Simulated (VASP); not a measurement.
Set up this calculation in VASP 6.6.1, as the native input.

| Quantity | Value |
| --- | --- |
| Task | single point |
| Functional | PBE |
| Potentials or basis | VASP PAW PBE potentials, release 64 (Pt, Cl) |
| Cutoff | 400 eV |
| k mesh | 9 × 9 × 1 |
| Occupations | gaussian, width 0.1 eV |
| Spin | no spin polarisation |
| Dipole correction | yes |
| Further INCAR settings | ALGO = Normal; EDIFF = 1e-06; NBANDS = 26; NELMDL = -8 |

The structure of Pt3Cl lies in POSCAR:

```
Pt3Cl
1.0
    2.8071640675      0.0000000000      0.0000000000
    0.0000000000      2.8071640675      0.0000000000
    0.0000000000      0.0000000000     19.3513901305
Pt Cl
3 1
Direct
    0.5000000000      0.5000000000      0.2067034964
    0.0000000000      0.0000000000      0.3062505503
    0.7234522074      0.5000000000      0.4148182609
    0.6666666667      1.0000000000      0.5184146760
```

One way to write it, as run:

INCAR

```
PREC = Accurate
ENCUT = 400
EDIFF = 1E-6
ISMEAR = 0
SIGMA = 0.1
LREAL = False
LASPH = True
NELM = 120
ALGO = Normal
ISIF = 2
LWAVE = False
LCHARG = False
LDIPOL = True
IDIPOL = 3
DIPOL = 0.5 0.5 0.362
GGA = PE
NBANDS = 26
GGA_COMPAT = False
NELMDL = -8
```

KPOINTS

```
Automatic mesh
0
Gamma
  9 9 1
```

Potentials or basis: VASP PAW PBE potentials, release 64 (Pt, Cl).

Launch:

```sh
$ cat potpaw_PBE.64/Pt/POTCAR potpaw_PBE.64/Cl/POTCAR > POTCAR
$ mpirun -np 1 vasp_std > vasp.out
```

It gave:

The largest force is 0.335 eV/Å and the band gap on the k mesh is zero (an odd number of electrons rules out a gap without spin polarisation).

Caveat: spin-orbit coupling is left out, which moves the levels of the heavy elements; an odd number of electrons without spin polarisation forces a metal; a magnetic or distorted state may lie lower.

Run time: 67 s on 1 thread of AMD EPYC 9R45 96-Core Processor (Zen 5), with other jobs on the host, peak memory 0.19 GiB.
